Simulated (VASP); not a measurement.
**BeGe: single point with PBE**

BeGe:

```
Be Ge
1.0
     4.52570    0.00000    0.00000
     0.00000    2.78370    0.00000
    -1.69643    0.00000    6.55960
Be Ge
3 3
Direct
  0.26300 0.50000 0.33600
  0.73700 0.50000 0.66400
  0.50000 0.50000 0.00000
  0.23400 0.00000 0.66000
  0.76600 0.00000 0.34000
  0.00000 0.00000 0.00000
```

* Program: VASP 6.6.1
* Task: single point
* Functional: PBE
* Potentials or basis: VASP PAW PBE potentials, release 64 (Be, Ge_d)
* Cutoff: 520 eV
* k mesh: 6 × 10 × 4
* Occupations: fermi-dirac, width 0.1 eV
* Spin: no spin polarisation
* Dipole correction: no
* k mesh for the DOS: 9 × 15 × 6
* Occupations for the DOS: tetrahedron
* Further INCAR settings: ALGO = Normal; EDIFF = 1e-06

```
Valence electrons inside the program's atomic spheres : Be 0.82, 0.81 (each value once); Ge 12.35, 12.32 (each value once)
```

Levels at points of the mesh, in eV from the Fermi level:
```tsv
k point	band 22	band 23	band 24	band 25	band 26	band 27
(0.00, 0.00, 0.00)	-3.56	-0.40	0.85	1.02	1.98	2.50
(0.00, 0.00, 0.50)	-3.61	-1.99	-0.89	-0.78	4.40	4.67
```

It took 3.5 min on 1 thread of AMD EPYC 9R45 96-Core Processor (Zen 5), with other jobs on the host, peak memory 0.47 GiB.
